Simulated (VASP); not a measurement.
# Au (Im-3m) in VASP: a series of runs, part 2 of 2

VASP 6.6.1. The steps go on from the part before.

## 4. Relaxation of cell and atoms, LDA

This run uses another cell than the first one, of 18.21 Å³/atom, 1.007 times its volume.

The input, INCAR:

```
ALGO = Normal ; EDIFF = 1E-6
EDIFFG = -0.01 ; ENCUT = 600
GGA = CA ; IBRION = 2
ISIF = 3 ; ISMEAR = -1
LASPH = True ; LCHARG = False
LREAL = False ; LWAVE = False
NELM = 60 ; NSW = 60
PREC = Accurate ; SIGMA = 0.05
```

The input, KPOINTS:

```
k-points
0
Gamma
  11 11 11
```

The input, POSCAR:

```
Au
1.0
   -1.6572690000      1.6572690000      1.6572690000
    1.6572690000     -1.6572690000      1.6572690000
    1.6572690000      1.6572690000     -1.6572690000
Au
1
Direct
    0.0000000000      0.0000000000      0.0000000000
```

Potentials or basis: VASP PAW LDA potentials, release 64 (Au).

The run is started by

```bash
cat potpaw_LDA.64/Au/POTCAR > POTCAR
mpirun -np 1 vasp_std > vasp.out
```

OUTCAR:

```text
EDIFF = 1E-6
   EDIFFG = -0.01
   ENCUT = 600
   GGA = CA
   IBRION = 2
   ISIF = 3
   ISMEAR = -1
   LASPH = True
   LREAL = False
   NELM = 60
   NSW = 60
   PREC = Accurate

 ion  position               nearest neighbor table
   1  0.000  0.000  0.000-

  LATTYP: Found a body centered cubic cell.
 ALAT       =     3.3145380000

  Lattice vectors:

 A1 = (  -1.6572690000,   1.6572690000,   1.6572690000)
 A2 = (   1.6572690000,  -1.6572690000,   1.6572690000)
 A3 = (   1.6572690000,   1.6572690000,  -1.6572690000)

Analysis of symmetry for initial positions (statically):
=====================================================================
 Subroutine PRICEL returns:
 Original cell was already a primitive cell.

 Routine SETGRP: Setting up the symmetry group for a
 body centered cubic supercell.

 Subroutine GETGRP returns: Found 48 space group operations
 (whereof 48 operations were pure point group operations)
 out of a pool of 48 trial point group operations.

The static configuration has the point symmetry O_h .

Analysis of symmetry for dynamics (positions and initial velocities):
=====================================================================
 Subroutine PRICEL returns:
 Original cell was already a primitive cell.

 Routine SETGRP: Setting up the symmetry group for a
 body centered cubic supercell.

 Subroutine GETGRP returns: Found 48 space group operations
 (whereof 48 operations were pure point group operations)
 out of a pool of 48 trial point group operations.

The dynamic configuration has the point symmetry O_h .

 Subroutine INISYM returns: Found 48 space group operations
 (whereof 48 operations are pure point group operations),
 and found     1 'primitive' translations

----------------------------------------------------------------------------------------

                                     Primitive cell

  volume of cell :      18.2070

  direct lattice vectors                    reciprocal lattice vectors
    -1.657269000  1.657269000  1.657269000     0.000000000  0.301701172  0.301701172
[... 113 lines left out ...]
   LEPSILON=     F    determine dielectric tensor
   LRPA    =     F    only Hartree local field effects (RPA)
 conjugate gradient relaxation of ions
 non-spin polarized calculation
  energy-cutoff  :      600.00
  volume of cell :       18.21
 maximum number of plane-waves:       621
   NGX = 11   NGY = 11   NGZ = 11

--------------------------------------- Ionic step        1  -------------------------------------------

 number of electron      10.9999998 magnetization

 Free energy of the ion-electron system (eV)
  ---------------------------------------------------
  ext. energy  EPLUGINS =         0.00000000
  ---------------------------------------------------
  free energy    TOTEN  =        -4.35102412 eV

  energy without entropy =       -4.34516538  energy(sigma->0) =       -4.34809475

------------------------ aborting loop because EDIFF is reached ----------------------------------------

  FORCE on cell =-STRESS in cart. coord.  units (eV):
  Direction    XX          YY          ZZ          XY          YZ          ZX
  --------------------------------------------------------------------------------------
  -------------------------------------------------------------------------------------
  Total       -1.4331974     -1.4331974     -1.4331974      0.0000000      0.0000000      0.0000000
  in kB     -126.1181455   -126.1181455   -126.1181455      0.0000000      0.0000000      0.0000000
  external PRESSURE =    -126.1181455 kB  Pullay stress =       0.0000000 kB
[... 22 lines left out ...]
--------------------------------------- Ionic step        2  -------------------------------------------

 number of electron      10.9999999 magnetization

 E-fermi :  11.8734     XC(G=0): -13.8618

 val. band max:       11.8316999252   @ k =  -0.3636   0.3636   0.2727
 cond. band min:      11.9403081480   @ k =  -0.3636   0.4545   0.0909
 fundamental gap:      0.1086082227
 Fermi energy:        11.8734083226

 k-point     1 :       0.0000    0.0000    0.0000
  band No.  band energies     occupation
      1       0.4356      2.00000
      2       6.2086      2.00000
      3       6.2086      2.00000
      4       6.2086      2.00000
      5       8.6931      2.00000
      6       8.6931      2.00000
      7      28.3831      0.00000
      8      28.3831      0.00000
      9      28.3831      0.00000
[... 450 lines left out ...]
--------------------------------------- Ionic step        7  -------------------------------------------

 number of electron      11.0000000 magnetization

 Free energy of the ion-electron system (eV)
  ---------------------------------------------------
  ext. energy  EPLUGINS =         0.00000000
  ---------------------------------------------------
  free energy    TOTEN  =        -4.41660061 eV

  energy without entropy =       -4.41154208  energy(sigma->0) =       -4.41407135

 E-fermi :   9.4763     XC(G=0): -13.1047

 val. band max:        9.4643764112   @ k =  -0.3636   0.3636   0.2727
 cond. band min:       9.5106722366   @ k =  -0.3636   0.4545   0.0909
 fundamental gap:      0.0462958253
 Fermi energy:         9.4763233019

 k-point     1 :       0.0000    0.0000    0.0000
  band No.  band energies     occupation
      1      -0.4851      2.00000
      2       4.6344      2.00000
      3       4.6344      2.00000
      4       4.6344      2.00000
      5       6.6664      2.00000
      6       6.6664      2.00000
      7      26.1086      0.00000
      8      26.1086      0.00000
      9      26.1086      0.00000
[... 304 lines left out ...]
  FREE ENERGIE OF THE ION-ELECTRON SYSTEM (eV)
  ---------------------------------------------------
  free  energy   TOTEN  =        -4.4166006132 eV

  energy  without entropy=       -4.4115420793  energy(sigma->0) =       -4.41407135

 reached required accuracy - stopping structural energy minimisation
```

CONTCAR:

```text
Au
   1.00000000000000
    -1.6100453361857339    1.6100453361857339    1.6100453361857341
     1.6100453361857339   -1.6100453361857339    1.6100453361857341
     1.6100453361857339    1.6100453361857339   -1.6100453361857341
  Au
     1
Direct
     0.0000000000000000    0.0000000000000000    0.0000000000000000

  0.00000000E+00  0.00000000E+00  0.00000000E+00
```

Run time: 18 s. Hardware: 1 thread of Intel Xeon 6455B, shared host; peak memory 0.14 GiB.

What came out:

* Free energy: -4.4166 eV
* Relaxed volume: 16.69 Å³/atom
* Relaxed cell: a = 2.789 Å, b = 2.789 Å, c = 2.789 Å, α = 109.47°, β = 109.47°, γ = 109.47°
* Space group after relaxing (to 0.05 Å): Im-3m (No. 229)
* Energy gained by relaxing: 65.6 meV/atom
* Ionic steps: 7
* Pressure after relaxing: 0.0 GPa

Step by step:
| step | energy change (eV) | largest force (eV/Å) | pressure (GPa) | volume (Å³) |
| --- | --- | --- | --- | --- |
| 1 | 0.0000 | 0.0000 | -12.61 | 18.21 |
| 2 | 0.1239 | 0.0000 | 34.87 | 14.69 |
| 3 | -0.0655 | 0.0000 | -0.57 | 16.75 |
| 4 | -0.0656 | 0.0000 | -0.17 | 16.71 |
| 5 | -0.0656 | 0.0000 | 0.17 | 16.68 |
| 6 | -0.0656 | 0.0000 | -0.20 | 16.72 |
| 7 | -0.0656 | 0.0000 | -0.02 | 16.69 |

Final structure:
```xyz
1
Lattice="-1.6100 1.6100 1.6100 1.6100 -1.6100 1.6100 1.6100 1.6100 -1.6100" Properties=species:S:1:pos:R:3 pbc="T T T"
Au    0.0000    0.0000    0.0000
```

Levels at points of the mesh, in eV from the Fermi level:
```
           k point  band 3  band 4  band 5  band 6  band 7  band 8  band 9
(0.00, 0.00, 0.00)   -4.84   -4.84   -2.81   -2.81   16.63   16.63   16.63
```

Caveat: spin-orbit coupling is left out, which moves the levels of the heavy elements.

## 5. The runs side by side

| task | level | potentials or basis | cell | cutoff (eV) | gap on the mesh (eV) | pressure (GPa) | relaxed volume (Å³/atom) |
| --- | --- | --- | --- | --- | --- | --- | --- |
| single point | PBE | VASP PAW PBE potentials, release 64 (Au) | a = 2.864 Å, angles 109.5°, 1 atom | 520 | none | -0.2 | - |
| relaxation of cell and atoms | PBE | VASP PAW PBE potentials, release 64 (Au) | relaxed from a = 2.870 Å, angles 109.5°, 1 atom | 600 | none | 0.0 | 18.06 |
| relaxation of cell and atoms | LDA | VASP PAW LDA potentials, release 64 (Au) | relaxed from a = 2.870 Å, angles 109.5°, 1 atom | 600 | none | 0.0 | 16.69 |

Alike in all rows: no spin polarisation; k mesh 11 × 11 × 11; smearing fermi-dirac 0.05 eV.

Caveats: spin-orbit coupling is left out, which moves the levels of the heavy elements.

Absolute energies hang on the potentials; compare differences alone.
